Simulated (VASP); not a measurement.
# SnGe2 (C2/m) in VASP: single point with PBE

Aim: the single point of SnGe2 with PBE.

Everything below comes from runs of VASP 6.6.1. Logs are shortened: lines on timing, memory, paths and dates and some standing lists are left out, and cuts for length are marked.

**1. The cell of the first run**

It takes space group C2/m (No. 12, monoclinic). Conventional cell: a = 6.274 Å, b = 5.521 Å, c = 4.090 Å, α = 90.00°, β = 106.43°, γ = 90.00°. Within 3.8 Å of Sn (site symmetry 2/m) lie 8 Ge at 2.90 to 3.08 Å. Within 3.4 Å of Ge (site symmetry m) lie 4 Ge at 2.61 to 3.23 Å and 4 Sn at 2.90 to 3.08 Å.

**2. Single point, PBE**

File INCAR:

```
SYSTEM = SnGe2
  ALGO = Normal
  EDIFF = 1E-6
  ENCUT = 520
  GGA = PE
  ISIF = 2
  ISMEAR = 0
  LASPH = .True.
  LCHARG = .False.
  LREAL = .False.
  LWAVE = .False.
  NBANDS = 28
  NELM = 80
  PREC = Accurate
  SIGMA = 0.2
```

File KPOINTS:

```
k-points
0
Gamma
  5 5 5
  0 0 0
```

File POSCAR:

```
SnGe2
1.0
    3.1365741994     -2.7606257565      0.0573964404
    3.1365741994      2.7606257565      0.0573964404
   -1.2282345866      0.0000000000      3.9007565956
Sn Ge
1 2
Direct
    0.0322657773      0.9677342227      0.0000000000
    0.6758231091      0.6112685864      0.3225641897
    0.3887314136      0.3241768909      0.6774358103
```

Potentials or basis: VASP PAW PBE potentials, release 64 (Sn_d, Ge_d).

The run is started by

```console
cat potpaw_PBE.64/Sn_d/POTCAR potpaw_PBE.64/Ge_d/POTCAR > POTCAR
mpirun -np 1 vasp_std > vasp.out
```

OUTCAR:

```text
SYSTEM = SnGe2
   EDIFF = 1E-6
   ENCUT = 520
   GGA = PE
   ISIF = 2
   ISMEAR = 0
   LASPH = .True.
   LREAL = .False.
   NELM = 80
   PREC = Accurate

 ion  position               nearest neighbor table
   1  0.032  0.968  0.000-   2 2.90   3 2.90   3 3.03   2 3.03   2 3.08   3 3.08   3 3.08   2 3.08

   2  0.676  0.611  0.323-   3 2.61   3 2.74   1 2.90   1 3.03   1 3.08   1 3.08
   3  0.389  0.324  0.677-   2 2.61   2 2.74   1 2.90   1 3.03   1 3.08   1 3.08

  LATTYP: Found a base centered monoclinic cell.
 ALAT       =     6.2741986133
 B/A-ratio  =     0.8799931040
 C/A-ratio  =     0.6518051964
 COS(beta)  =    -0.2828328735

  Lattice vectors:

 A1 = (   3.1365741994,  -2.7606257565,   0.0573964404)
 A2 = (   3.1365741994,   2.7606257565,   0.0573964404)
 A3 = (  -1.2282345866,   0.0000000000,   3.9007565956)

Analysis of symmetry for initial positions (statically):
=====================================================================
 Subroutine PRICEL returns:
 Original cell was already a primitive cell.

 Routine SETGRP: Setting up the symmetry group for a
 base centered monoclinic supercell.

 Subroutine GETGRP returns: Found  2 space group operations
 (whereof  2 operations were pure point group operations)
 out of a pool of  4 trial point group operations.

The static configuration has the point symmetry C_2 .

Analysis of symmetry for dynamics (positions and initial velocities):
=====================================================================
 Subroutine PRICEL returns:
 Original cell was already a primitive cell.

 Routine SETGRP: Setting up the symmetry group for a
 base centered monoclinic supercell.

 Subroutine GETGRP returns: Found  2 space group operations
 (whereof  2 operations were pure point group operations)
 out of a pool of  4 trial point group operations.

The dynamic configuration has the point symmetry C_2 .

 Subroutine INISYM returns: Found  2 space group operations
 (whereof  2 operations are pure point group operations),
 and found     1 'primitive' translations

----------------------------------------------------------------------------------------

                                     Primitive cell

  volume of cell :      67.9418

[... 78 lines left out ...]
   NGX,Y,Z   is equivalent  to a cutoff of  12.73, 12.73, 12.20 a.u.
   NGXF,Y,Z  is equivalent  to a cutoff of  25.46, 25.46, 24.39 a.u.
 SYSTEM =  SnGe2
   PREC   = accura    normal or accurate (medium, high low for compatibility)
   ISTART =      0    job   : 0-new  1-cont  2-samecut
   ICHARG =      2    charge: 1-file 2-atom 10-const
   ISPIN  =      1    spin polarized calculation?
   LNONCOLLINEAR =      F non collinear calculations
   LSORBIT =      F    spin-orbit coupling
   LASPH  =      T    aspherical Exc in radial PAW
   ENCUT  =  520.0 eV  38.22 Ry    6.18 a.u.   7.77  7.77  7.60*2*pi/ulx,y,z
   NELM   =     80;   NELMIN=  2; NELMDL= -5     # of ELM steps
   EDIFF  = 0.1E-05   stopping-criterion for ELM
   LREAL  =      F    real-space projection
   EDIFFG = 0.1E-04   stopping-criterion for IOM
   NSW    =      0    number of steps for IOM
   IBRION =     -1    ionic relax: 0-MD 1-quasi-New 2-CG
   NFREE  =      0    steps in history (QN), initial steepest desc. (CG)
   ISIF   =      2    stress and relaxation
   ISYM   =      2    0-nonsym 1-usesym 2-fastsym
   POTIM  = 0.5000    time-step for ionic-motion
   TEBEG  =    0.0;   TEEND  =   0.0 temperature during run
   PSTRESS=    0.0 pullay stress
   NELECT =      42.0000    total number of electrons
   NUPDOWN=      -1.0000    fix difference up-down
   EMIN   =  10.00;   EMAX   =-10.00  energy-range for DOS
   EFERMI =   0.00;   METHOD = LEGACY
   ISMEAR =     0;   SIGMA  =   0.20  broadening in eV -4-tet -1-fermi 0-gaus
   EFERMI_NEDOS =   21; number of points for ismear=-14 and -15
   IALGO  =     38    algorithm
   IMIX   =      4    mixing-type and parameters
     AMIX     =   0.40;   BMIX     =  1.00
     AMIX_MAG =   1.60;   BMIX_MAG =  1.00
  volume/ion in A,a.u.               =      22.65       152.83
  Fermi-wavevector in a.u.,A,eV,Ry     =   1.394587  2.635387 26.461596  1.944872
  Thomas-Fermi vector in A             =   2.518121
   LORBIT       =      0    0 simple, 1 ext, 2 COOP (PROOUT), +10 PAW based schemes
   GGA     = PE    functional components
   LHFCALC =     F    Hartree Fock is set to
   AEXX    =    0.0000 exact exchange contribution
   IVDW    =     0    specifies the selected vdW correction
   LEPSILON=     F    determine dielectric tensor
   LRPA    =     F    only Hartree local field effects (RPA)
 non-spin polarized calculation
 Gauss-broadening in eV      SIGMA  =   0.20
  energy-cutoff  :      520.00
  volume of cell :       67.94
 maximum number of plane-waves:      1846
   NGX = 15   NGY = 15   NGZ = 15

 number of electron      41.9999993 magnetization

 Free energy of the ion-electron system (eV)
  ---------------------------------------------------
  ext. energy  EPLUGINS =         0.00000000
  ---------------------------------------------------
  free energy    TOTEN  =       -12.30284921 eV

  energy without entropy =      -12.28019876  energy(sigma->0) =      -12.29152399

 E-fermi :   6.6163     XC(G=0): -10.6270

 val. band max:        6.6098989209   @ k =  -0.2000  -0.2000   0.2000
 cond. band min:       6.6365163375   @ k =   0.4000   0.4000   0.0000
 fundamental gap:      0.0266174166
 Fermi energy:         6.6162968232

 k-point     1 :       0.0000    0.0000    0.0000
  band No.  band energies     occupation
      1     -17.9730      2.00000
      2     -17.9459      2.00000
      3     -17.9127      2.00000
      4     -17.9108      2.00000
      5     -17.9072      2.00000
      6     -17.9028      2.00000
[... 733 lines left out ...]
     27      13.8838      0.00000
     28      14.4687      0.00000

 [... further k-points ...]
[... 5 lines left out ...]
  --------------------------------------------------------------------------------------
  -------------------------------------------------------------------------------------
  Total       -0.0327720     -0.1642636     -0.1279064      0.0000000      0.0000000      0.0633886
  in kB       -0.7728169     -3.8736002     -3.0162401      0.0000000      0.0000000      1.4948057
  external PRESSURE =      -2.5542191 kB  Pullay stress =       0.0000000 kB

 VOLUME and BASIS-vectors are now :
 -----------------------------------------------------------------------------
  energy-cutoff  :      520.00
  volume of cell :       67.94
      direct lattice vectors                 reciprocal lattice vectors
     3.136574199 -2.760625757  0.057396440     0.158496356 -0.181118357  0.049905884
     3.136574199  2.760625757  0.057396440     0.158496356  0.181118357  0.049905884
    -1.228234587  0.000000000  3.900756596    -0.004664288  0.000000000  0.254891874

 POSITION                                       TOTAL-FORCE (eV/Angst)
 -----------------------------------------------------------------------------------
      3.13657      2.58248      0.05740         0.000000      0.000219     -0.000000
      3.64087     -0.17821      1.33212        -0.002822     -0.000110      0.014825
      1.40404     -0.17821      2.68343         0.002822     -0.000110     -0.014825
 -----------------------------------------------------------------------------------
    total drift:                               -0.000000     -0.000050      0.000000

  FREE ENERGIE OF THE ION-ELECTRON SYSTEM (eV)
  ---------------------------------------------------
  free  energy   TOTEN  =       -12.3028492093 eV

  energy  without entropy=      -12.2801987616  energy(sigma->0) =      -12.29152399
```

OSZICAR:

```text
N       E                     dE             d eps       ncg     rms          rms(c)
DAV:   1     0.336032801865E+03    0.33603E+03   -0.21020E+04  2392   0.367E+03
DAV:   2     0.432649905143E+02   -0.29277E+03   -0.28646E+03  2184   0.686E+02
DAV:   3    -0.986740085721E+01   -0.53132E+02   -0.52557E+02  2420   0.191E+02
DAV:   4    -0.123077092985E+02   -0.24403E+01   -0.24334E+01  2564   0.468E+01
DAV:   5    -0.123649971286E+02   -0.57288E-01   -0.57277E-01  2652   0.748E+00    0.249E+00
DAV:   6    -0.123126567461E+02    0.52340E-01   -0.11096E-01  2776   0.308E+00    0.142E+00
DAV:   7    -0.123031298954E+02    0.95269E-02   -0.53920E-02  2584   0.216E+00    0.301E-01
DAV:   8    -0.123027866252E+02    0.34327E-03   -0.76746E-03  2428   0.898E-01    0.762E-02
DAV:   9    -0.123028457672E+02   -0.59142E-04   -0.53946E-04  2440   0.219E-01    0.452E-02
DAV:  10    -0.123028490456E+02   -0.32784E-05   -0.50152E-05  2916   0.741E-02    0.170E-02
DAV:  11    -0.123028492093E+02   -0.16366E-06   -0.82409E-06  2576   0.274E-02
   1 F= -.12302849E+02 E0= -.12291524E+02  d E =-.226504E-01
```

stdout:

```text
POSCAR found type information on POSCAR SnGe
 POSCAR found :  2 types and       3 ions
 scaLAPACK will be used
 LDA part: xc-table for (Slater+PW92), standard interpolation
 POSCAR, INCAR and KPOINTS ok, starting setup
 FFT: planning ... GRIDC
 FFT: planning ... GRID_SOFT
 FFT: planning ... GRID
 WAVECAR not read
 entering main loop
```

It took 28 s on 1 thread of Intel Xeon Platinum 8488C (Sapphire Rapids), shared host; peak memory 0.21 GiB.

Results:

* Free energy: -12.3028 eV
* Pressure: -0.3 GPa
* Largest force: 0.015 eV/Å
* Band gap on the k mesh: zero (band 21 reaches 8.05 eV, above the bottom of band 22 at 4.89 eV)

Forces on the atoms (eV/Å):
```
Sn   0.000  0.000  0.000
Ge  -0.003  0.000  0.015
Ge   0.003  0.000 -0.015
```

Stress tensor (GPa, compression positive):
```
-0.08  0.00  0.15
 0.00 -0.39  0.00
 0.15  0.00 -0.30
```

Levels at points of the mesh, in eV from the Fermi level:
```csv
k point,band 17,band 18,band 19,band 20,band 21,band 22,band 23,band 24,band 25,band 26
"(0.00, 0.00, 0.00)",-5.10,-4.55,-1.47,-1.43,-0.87,-0.61,1.86,2.24,6.44,6.49
```

Caveat: spin-orbit coupling is left out, which moves the levels of the heavy elements.
